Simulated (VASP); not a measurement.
MgO: single point with PBE

Crystal: MgO.

```
CELL_PARAMETERS angstrom
3.34530 0.00000 0.00000
-1.67265 2.89711 0.00000
0.00000 0.00000 4.15460
ATOMIC_POSITIONS crystal
Mg 0.66667 0.33333 0.75000
Mg 0.33333 0.66667 0.25000
O 0.66667 0.33333 0.25000
O 0.33333 0.66667 0.75000
```

```json
{
  "Program": "VASP 6.6.1",
  "Task": "single point",
  "Functional": "PBE",
  "Potentials or basis": "VASP PAW PBE potentials, release 64 (Mg, O)",
  "Cutoff": "520 eV",
  "k mesh": "9 × 9 × 6",
  "Occupations": "gaussian, width 0.05 eV",
  "Spin": "no spin polarisation",
  "Dipole correction": "no",
  "Further INCAR settings": "ALGO = Normal; EDIFF = 1e-06; NBANDS = 16"
}
```

* Pressure: 19.2 GPa
* Band gap on the k mesh: 3.88 eV, direct

Stress tensor (GPa, compression positive):
```
21.81  0.00  0.00
 0.00 21.81  0.00
 0.00  0.00 13.91
```

Levels at points of the mesh, in eV from the valence-band top:
```
           k point  band 4  band 5  band 6  band 7  band 8  band 9  band 10  band 11  band 12  band 13
(0.00, 0.00, 0.00)   -1.89   -1.89   -1.01   -1.01    0.00    3.88    10.08    12.63    13.39    13.39
(0.00, 0.00, 0.50)   -2.63   -1.47   -1.47   -1.47   -1.47    6.91     6.91    13.74    13.74    13.74
```

Run time: 16 s on 1 thread of Intel(R) Xeon(R) Platinum 8488C (Sapphire Rapids), with other jobs on the host, peak memory 0.17 GiB.
